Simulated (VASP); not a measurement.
Runs of VASP 6.6.1 on SrTiO3. The structure is that of space group Pm-3m (No. 221), or close to it. The cells are those of the table. 

| cell | gap on the mesh (eV) | pressure (GPa) |
| --- | --- | --- |
| a = 3.995, b = 3.995, c = 3.936 Å, 5 atoms | 1.73 | -4.1 |
| a = 4.054, b = 4.054, c = 3.995 Å, 5 atoms | 1.65 | -10.2 |
| a = 4.054, b = 4.054, c = 3.818 Å, 5 atoms | (c) | (a) |
| a = 4.054, b = 4.054, c = 3.877 Å, 5 atoms | 1.67 | (b) |
| a = 4.054, b = 4.054, c = 3.936 Å, 5 atoms | 1.65 | -8.1 |
| a = 3.995, b = 3.995, c = 4.054 Å, 5 atoms | 1.67 | -8.3 |

Alike in all rows: task single point; level PBE; potentials or basis VASP PAW PBE potentials, release 64 (Sr_sv, Ti_sv, O); no spin polarisation; k mesh 8 × 8 × 8; cutoff (eV) 520; smearing gaussian 0.05 eV.

Task: Fill in the values left out.

Result: (a) -3.0; (b) -5.8; (c) 1.68.

Caveats: the cell stands under tension.

A k mesh can miss the band edges, and the runs leave out spin-orbit coupling on Sr.
